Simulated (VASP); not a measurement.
GaSb, 2 atoms in the cell. It takes space group F-43m (No. 216, cubic). The conventional cell has a = 6.070 Å, b = 6.070 Å, c = 6.070 Å, α = 90.00°, β = 90.00°, γ = 90.00°. Ga (site symmetry -43m) has 4 Sb at 2.63 Å within 3.5 Å. Sb (site symmetry -43m) has 4 Ga at 2.63 Å within 3.5 Å.  This cell differs from its parent crystal: volume changed by -3%.

* Program: VASP 6.6.1
* Task: single point
* Functional: r2SCAN
* Potentials or basis: VASP PAW PBE potentials, release 64 (Ga_d, Sb)
* Cutoff: 550 eV
* k mesh: 6 × 6 × 6
* Occupations: fermi-dirac, width 0.02 eV
* Spin: no spin polarisation
* Dipole correction: no
* Further INCAR settings: ALGO = Normal; EDIFF = 1e-06; NBANDS = 16

Potentials or basis: VASP PAW PBE potentials, release 64 (Ga_d, Sb).

The run is started by

```console
$ cat potpaw_PBE.64/Ga_d/POTCAR potpaw_PBE.64/Sb/POTCAR > POTCAR
$ cp INCAR.step1 INCAR
$ mpirun -np 1 vasp_std > vasp.out
$ cp INCAR.step2 INCAR
$ mpirun -np 1 vasp_std > vasp.out
```

Hardware: 1 thread of Intel Xeon 6975P-C, on a shared host.

Question: Estimate the wall time of this run.

Answer: It took 67 s on 1 thread of Intel Xeon 6975P-C, on a shared host, peak memory 0.21 GiB. Counts: k points 16.
